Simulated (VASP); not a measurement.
# P (P6_3/mmc) in VASP: a series of runs

Runs on P. Level: RPBE. Tasks: single point.

All numbers are computed with VASP 6.6.1; they aren't measurements. Logs are shortened: lines on timing, memory, paths and dates and some standing lists are left out, and cuts for length are marked.

## (1) The cell of the first run

It takes space group P6_3/mmc (No. 194, hexagonal). The conventional cell has a = 2.604 Å, b = 2.604 Å, c = 9.783 Å, α = 90.00°, β = 90.00°, γ = 120.00°. P (site symmetry -3m) has 12 P at 2.60 to 2.87 Å within 3.4 Å. P (site symmetry -6m2) has 12 P at 2.60 to 2.87 Å within 3.4 Å.

This isn't the form of P at room conditions, which is orthorhombic.

## (2) Single point, RPBE (14.36 Å³/atom)

Contents of INCAR:

```
SYSTEM = P
ALGO = Normal ; EDIFF = 1E-6
ENCUT = 520 ; GGA = RP
ISIF = 2 ; ISMEAR = -1
LASPH = .True. ; LCHARG = .False.
LREAL = .False. ; LWAVE = .False.
NBANDS = 18 ; NELM = 80
PREC = Accurate ; SIGMA = 0.1
```

Contents of KPOINTS:

```
k-points
0
Gamma
  15 15 4
  0 0 0
```

Contents of POSCAR:

```
P
1.0
    2.6040147682      0.0000000000      0.0000000000
   -1.3020073841      2.2551429411      0.0000000000
    0.0000000000      0.0000000000      9.7829614432
P
4
Direct
    1.0000000000      1.0000000000      0.0000000000
    1.0000000000      1.0000000000      0.5000000000
    0.3333333333      0.6666666667      0.2500000000
    0.6666666667      0.3333333333      0.7500000000
```

Potentials or basis: VASP PAW PBE potentials, release 64 (P).

Launch:

```console
> cat potpaw_PBE.64/P/POTCAR > POTCAR
> mpirun -np 1 vasp_std > vasp.out
```

OUTCAR:

```text
SYSTEM = P
   EDIFF = 1E-6
   ENCUT = 520
   GGA = RP
   ISIF = 2
   ISMEAR = -1
   LASPH = .True.
   LREAL = .False.
   NELM = 80
   PREC = Accurate

 ion  position               nearest neighbor table
   1  0.000  0.000  0.000-   3 2.87   4 2.87   4 2.87   3 2.87   4 2.87   3 2.87
   2  0.000  0.000  0.500-   3 2.87   4 2.87   4 2.87   3 2.87   4 2.87   3 2.87
   3  0.333  0.667  0.250-   1 2.87   2 2.87   1 2.87   2 2.87   1 2.87   2 2.87
   4  0.667  0.333  0.750-   1 2.87   2 2.87   1 2.87   2 2.87   1 2.87   2 2.87

  LATTYP: Found a hexagonal cell.
 ALAT       =     2.6040147682
 C/A-ratio  =     3.7568763291

  Lattice vectors:

 A1 = (   2.6040147682,   0.0000000000,   0.0000000000)
 A2 = (  -1.3020073841,   2.2551429411,   0.0000000000)
 A3 = (   0.0000000000,   0.0000000000,   9.7829614432)

Analysis of symmetry for initial positions (statically):
=====================================================================
 Subroutine PRICEL returns:
 Original cell was already a primitive cell.

 Routine SETGRP: Setting up the symmetry group for a
 hexagonal supercell.

 Subroutine GETGRP returns: Found 24 space group operations
 (whereof 12 operations were pure point group operations)
 out of a pool of 24 trial point group operations.

The static configuration has the point symmetry D_3d.
 The point group associated with its full space group is D_6h.

Analysis of symmetry for dynamics (positions and initial velocities):
=====================================================================
 Subroutine PRICEL returns:
 Original cell was already a primitive cell.

 Routine SETGRP: Setting up the symmetry group for a
 hexagonal supercell.

 Subroutine GETGRP returns: Found 24 space group operations
 (whereof 12 operations were pure point group operations)
 out of a pool of 24 trial point group operations.

The dynamic configuration has the point symmetry D_3d.
 The point group associated with its full space group is D_6h.

 Subroutine INISYM returns: Found 24 space group operations
 (whereof 12 operations are pure point group operations),
 and found     1 'primitive' translations

----------------------------------------------------------------------------------------

                                     Primitive cell

  volume of cell :      57.4497

  direct lattice vectors                    reciprocal lattice vectors
     2.604014768  0.000000000  0.000000000     0.384022400  0.221715436  0.000000000
    -1.302007384  2.255142941  0.000000000     0.000000000  0.443430872  0.000000000
     0.000000000  0.000000000  9.782961443     0.000000000  0.000000000  0.102218536

  length of vectors
     2.604014768  2.604014768  9.782961443     0.443430872  0.443430872  0.102218536

  position of ions in fractional coordinates (direct lattice)
     0.000000000  0.000000000  0.000000000
     0.000000000  0.000000000  0.500000000
     0.333333333  0.666666667  0.250000000
     0.666666667  0.333333333  0.750000000

  ion indices of the primitive-cell ions
   primitive index   ion index
                 1           1
                 2           2
                 3           3
                 4           4

----------------------------------------------------------------------------------------

 KPOINTS: k-points

Automatic generation of k-mesh.
 Grid dimensions read from file:
 generate k-points for:   15   15    4

 Generating k-lattice:

  Cartesian coordinates                     Fractional coordinates (reciprocal lattice)
     0.025601493  0.014781029  0.000000000     0.066666667  0.000000000  0.000000000
     0.000000000  0.029562058  0.000000000     0.000000000  0.066666667  0.000000000
     0.000000000  0.000000000  0.025554634     0.000000000  0.000000000  0.250000000

  Length of vectors
     0.029562058  0.029562058  0.025554634

  Shift w.r.t. Gamma in fractional coordinates (k-lattice)
     0.000000000  0.000000000  0.000000000

 Subroutine IBZKPT returns following result:
 ===========================================

 Found     81 irreducible k-points:

 Following reciprocal coordinates:
            Coordinates               Weight
  0.000000  0.000000  0.000000      1.000000
  0.066667  0.000000  0.000000      6.000000
  0.133333 -0.000000  0.000000      6.000000
  0.200000 -0.000000  0.000000      6.000000
  0.266667 -0.000000  0.000000      6.000000
  0.333333  0.000000  0.000000      6.000000
[... 16 lines left out ...]
  0.333333  0.200000  0.000000     12.000000
  0.400000  0.200000  0.000000      6.000000
 [... further k-points ...]
   k-points           NKPTS =     81   k-points in BZ     NKDIM =     81   number of bands    NBANDS=     18
   number of dos      NEDOS =    301   number of ions     NIONS =      4
   total plane-waves  NPLWV =  32000
   dimension x,y,z NGX =    20 NGY =   20 NGZ =   80
   dimension x,y,z NGXF=    40 NGYF=   40 NGZF=  160
   ions per type =               4
   NGX,Y,Z   is equivalent  to a cutoff of  12.77, 12.77, 13.59 a.u.
   NGXF,Y,Z  is equivalent  to a cutoff of  25.54, 25.54, 27.19 a.u.
 SYSTEM =  P
   PREC   = accura    normal or accurate (medium, high low for compatibility)
   ISTART =      0    job   : 0-new  1-cont  2-samecut
   ICHARG =      2    charge: 1-file 2-atom 10-const
   ISPIN  =      1    spin polarized calculation?
   LNONCOLLINEAR =      F non collinear calculations
   LSORBIT =      F    spin-orbit coupling
   LASPH  =      T    aspherical Exc in radial PAW
   ENCUT  =  520.0 eV  38.22 Ry    6.18 a.u.   4.84  4.84 18.19*2*pi/ulx,y,z
   NELM   =     80;   NELMIN=  2; NELMDL= -5     # of ELM steps
   EDIFF  = 0.1E-05   stopping-criterion for ELM
   LREAL  =      F    real-space projection
   EDIFFG = 0.1E-04   stopping-criterion for IOM
   NSW    =      0    number of steps for IOM
   IBRION =     -1    ionic relax: 0-MD 1-quasi-New 2-CG
   NFREE  =      0    steps in history (QN), initial steepest desc. (CG)
   ISIF   =      2    stress and relaxation
   ISYM   =      2    0-nonsym 1-usesym 2-fastsym
   POTIM  = 0.5000    time-step for ionic-motion
   TEBEG  =    0.0;   TEEND  =   0.0 temperature during run
   PSTRESS=    0.0 pullay stress
   NELECT =      20.0000    total number of electrons
   NUPDOWN=      -1.0000    fix difference up-down
   EMIN   =  10.00;   EMAX   =-10.00  energy-range for DOS
   EFERMI =   0.00;   METHOD = LEGACY
   ISMEAR =    -1;   SIGMA  =   0.10  broadening in eV -4-tet -1-fermi 0-gaus
   EFERMI_NEDOS =   21; number of points for ismear=-14 and -15
   IALGO  =     38    algorithm
   IMIX   =      4    mixing-type and parameters
     AMIX     =   0.40;   BMIX     =  1.00
     AMIX_MAG =   1.60;   BMIX_MAG =  1.00
  volume/ion in A,a.u.               =      14.36        96.92
  Fermi-wavevector in a.u.,A,eV,Ry     =   1.151655  2.176311 18.045517  1.326308
  Thomas-Fermi vector in A             =   2.288311
   LORBIT       =      0    0 simple, 1 ext, 2 COOP (PROOUT), +10 PAW based schemes
   GGA     = RP    functional components
   LHFCALC =     F    Hartree Fock is set to
   AEXX    =    0.0000 exact exchange contribution
   IVDW    =     0    specifies the selected vdW correction
   LEPSILON=     F    determine dielectric tensor
   LRPA    =     F    only Hartree local field effects (RPA)
 non-spin polarized calculation
  energy-cutoff  :      520.00
  volume of cell :       57.45
 maximum number of plane-waves:      1572
 NGX is ok and might be reduce to    20
   NGX =  9   NGY =  9   NGZ = 37

 number of electron      20.0000001 magnetization

 Free energy of the ion-electron system (eV)
  ---------------------------------------------------
  ext. energy  EPLUGINS =         0.00000000
  ---------------------------------------------------
  free energy    TOTEN  =       -16.69321859 eV

  energy without entropy =      -16.62309132  energy(sigma->0) =      -16.65815496

 E-fermi :   9.9853     XC(G=0): -11.5050

 val. band max:        9.9804244226   @ k =   0.4000  -0.0000   0.0000
 cond. band min:       9.9988852165   @ k =   0.4000   0.2000   0.2500
 fundamental gap:      0.0184607940
 Fermi energy:         9.9852583047

 k-point     1 :       0.0000    0.0000    0.0000
  band No.  band energies     occupation
      1      -6.5181      2.00000
      2      -5.1513      2.00000
      3      -5.1300      2.00000
      4      -2.3852      2.00000
      5       1.6122      2.00000
      6       7.0065      2.00000
[... 10 lines left out ...]
     17      18.3293      0.00000
     18      21.9470      0.00000

 k-point     2 :       0.0667    0.0000    0.0000
  band No.  band energies     occupation
      1      -6.3943      2.00000
      2      -5.0282      2.00000
      3      -5.0069      2.00000
      4      -2.2639      2.00000
      5       1.7307      2.00000
      6       7.1167      2.00000
[... 10 lines left out ...]
     17      18.8166      0.00000
     18      21.2886      0.00000

 k-point     3 :       0.1333   -0.0000    0.0000
  band No.  band energies     occupation
      1      -6.0233      2.00000
      2      -4.6596      2.00000
      3      -4.6383      2.00000
      4      -1.9009      2.00000
      5       2.0853      2.00000
      6       7.4438      2.00000
[... 10 lines left out ...]
     17      19.0346      0.00000
     18      19.9157      0.00000

 k-point     4 :       0.2000   -0.0000    0.0000
  band No.  band energies     occupation
      1      -5.4069      2.00000
      2      -4.0475      2.00000
      3      -4.0263      2.00000
      4      -1.2993      2.00000
      5       2.6734      2.00000
      6       7.9715      2.00000
[... 375 lines left out ...]
      4       1.9181      2.00000
      5       5.3452      2.00000
      6       5.7679      2.00000
[... 10 lines left out ...]
     17      16.1397      0.00000
     18      18.5783      0.00000

 k-point    23 :       0.3333    0.2000    0.0000
  band No.  band energies     occupation
      1      -0.6110      2.00000
      2       0.6616      2.00000
      3       0.6678      2.00000
      4       2.6547      2.00000
      5       3.8686      2.00000
      6       4.4942      2.00000
[... 10 lines left out ...]
     17      15.7636      0.00000
     18      17.3814      0.00000

 k-point    24 :       0.4000    0.2000    0.0000
  band No.  band energies     occupation
      1       0.6766      2.00000
      2       1.1210      2.00000
      3       1.7035      2.00000
      4       2.2659      2.00000
      5       3.0158      2.00000
      6       3.2735      2.00000
[... 10 lines left out ...]
     17      15.8500      0.00000
     18      16.8437      0.00000

 [... further k-points ...]

------------------------ aborting loop because EDIFF is reached ----------------------------------------

  FORCE on cell =-STRESS in cart. coord.  units (eV):
  Direction    XX          YY          ZZ          XY          YZ          ZX
  --------------------------------------------------------------------------------------
  -------------------------------------------------------------------------------------
  Total        1.1720045      1.1720045      0.8571952      0.0000000     -0.0000000      0.0000000
  in kB       32.6852650     32.6852650     23.9057544      0.0000000     -0.0000000      0.0000000
  external PRESSURE =      29.7587615 kB  Pullay stress =       0.0000000 kB

 VOLUME and BASIS-vectors are now :
 -----------------------------------------------------------------------------
  energy-cutoff  :      520.00
  volume of cell :       57.45
      direct lattice vectors                 reciprocal lattice vectors
     2.604014768  0.000000000  0.000000000     0.384022400  0.221715436  0.000000000
    -1.302007384  2.255142941  0.000000000     0.000000000  0.443430872  0.000000000
     0.000000000  0.000000000  9.782961443     0.000000000  0.000000000  0.102218536

 POSITION                                       TOTAL-FORCE (eV/Angst)
 -----------------------------------------------------------------------------------
      0.00000      0.00000      0.00000        -0.000000      0.000000      0.000000
      0.00000      0.00000      4.89148        -0.000000      0.000000      0.000000
     -0.00000      1.50343      2.44574        -0.000000      0.000000     -0.000000
      1.30201      0.75171      7.33722         0.000000     -0.000000     -0.000000
 -----------------------------------------------------------------------------------
    total drift:                                0.000000      0.000000      0.000000

  FREE ENERGIE OF THE ION-ELECTRON SYSTEM (eV)
  ---------------------------------------------------
  free  energy   TOTEN  =       -16.6932185942 eV

  energy  without entropy=      -16.6230913190  energy(sigma->0) =      -16.65815496
```

It took 87 s on 1 thread of Intel Xeon 8259CL, shared host; peak memory 0.2 GiB.

What came out:

```
Free energy            : -16.6932 eV
Pressure               : 3.0 GPa
Band gap on the k mesh : zero (bands 10 and 11 overlap by 11.10 eV)
```

Stress tensor (GPa, compression positive):
```
3.27 0.00 0.00
0.00 3.27 0.00
0.00 0.00 2.39
```

Levels at points of the mesh, in eV from the Fermi level:
```
           k point  band 7  band 8  band 9  band 10  band 11  band 12  band 13  band 14
(0.00, 0.00, 0.00)   -2.96    4.20    6.92     6.92     7.44     7.44     7.53     7.53
(0.00, 0.00, 0.50)    1.16    1.16    7.08     7.08     7.08     7.08     7.96     7.96
```

Caveat: the PAW data sets were made with another functional, which shifts forces and pressure a little.

## (3) Single point, RPBE (14.96 Å³/atom)

This run uses another cell than the first one, of 14.96 Å³/atom.

Contents of INCAR:

```
  PREC = Accurate
  ENCUT = 520
  EDIFF = 1E-6
  ISMEAR = -1
  SIGMA = 0.1
  LREAL = F
  LASPH = T
  NELM = 60
  ALGO = Normal
  ISIF = 2
  LWAVE = F
  LCHARG = T
  GGA = RP
  LELF = T
  LVHAR = T
  NBANDS = 18
```

Contents of KPOINTS:

```
regular mesh
0
Gamma
  15 15 4
```

Contents of POSCAR:

```
P
1.0
    2.6396906366      0.0000000000      0.0000000000
   -1.3198453183      2.2860391494      0.0000000000
    0.0000000000      0.0000000000      9.9169912687
P
4
Direct
    1.0000000000      1.0000000000      0.0000000000
    1.0000000000      1.0000000000      0.5000000000
    0.3333333333      0.6666666667      0.2500000000
    0.6666666667      0.3333333333      0.7500000000
```

Potentials or basis: VASP PAW PBE potentials, release 64 (P).

Launch:

```console
> cat potpaw_PBE.64/P/POTCAR > POTCAR
> mpirun -np 1 vasp_std > vasp.out
```

Wall time 92 s (1 thread of Intel Xeon 8259CL, shared host); peak memory 0.2 GiB.

The run converged. Its results:

| Property | Result |
| --- | --- |
| Free energy | -16.7097 eV |
| Pressure | -0.7 GPa |
| Band gap on the k mesh | zero (bands 10 and 11 overlap by 10.55 eV) |

Stress tensor (GPa, compression positive):
```
-0.86  0.00  0.00
 0.00 -0.86  0.00
 0.00  0.00 -0.45
```

Levels at points of the mesh, in eV from the Fermi level:
| k point | band 7 | band 8 | band 9 | band 10 | band 11 | band 12 | band 13 | band 14 |
| --- | --- | --- | --- | --- | --- | --- | --- | --- |
| (0.00, 0.00, 0.00) | -2.84 | 3.99 | 6.58 | 6.58 | 7.08 | 7.08 | 7.14 | 7.14 |
| (0.00, 0.00, 0.50) | 1.12 | 1.12 | 6.72 | 6.72 | 6.72 | 6.72 | 7.55 | 7.55 |

Caveat: the PAW data sets were made with another functional, which shifts forces and pressure a little.

(Part 1 of 2 ends here.)
